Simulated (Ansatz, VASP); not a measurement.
# CuMoH6 in VASP and in Ansatz

```
Cu H Mo
1.0
     3.74021    0.00000    0.00000
    -1.87011    3.23912    0.00000
     0.00000    0.00000    5.54434
Cu H Mo
1 6 1
Cartesian
  0.0000 0.0000 0.0000
  1.2224 1.4537 2.7722
  1.8701 0.3318 2.7722
  2.5178 1.4537 2.7722
  0.0000 2.1594 0.9820
  0.0000 2.1594 4.5623
  0.0000 0.0000 2.7722
  0.0000 2.1594 2.7722
```

Alike in both runs: task relaxation of cell and atoms; functional PBE; k mesh 6 × 6 × 4; occupations gaussian, width 0.1 eV; no spin polarisation.

```csv
,VASP,Ansatz
version,VASP 6.6.1,Ansatz 0.2.0
potentials or method,"VASP PAW PBE potentials, release 64 (Cu, H, Mo_sv), cutoff 600 eV","scalar-relativistic, plane waves, PAW"
valence electrons in the cell,31,39
```

Ansatz gave:

| Item | Value |
| --- | --- |
| gap on the k mesh at the Fermi level, each at its own relaxed structure (eV) | none |
| relaxed volume (Å³/atom) | 8.41 |
| relaxed cell length with the largest relative difference (Å) | 4.328 |

Q: Estimate VASP's values.

A: gap on the k mesh at the Fermi level, each at its own relaxed structure (eV): none; relaxed volume (Å³/atom): 8.41; relaxed cell length with the largest relative difference (Å): 4.331.

A gap of «none» marks a metal or a gap that the smearing closes. VASP's potentials hold 31 valence electrons a cell and Ansatz's 39, so a difference there can come from the potentials and not from the codes.
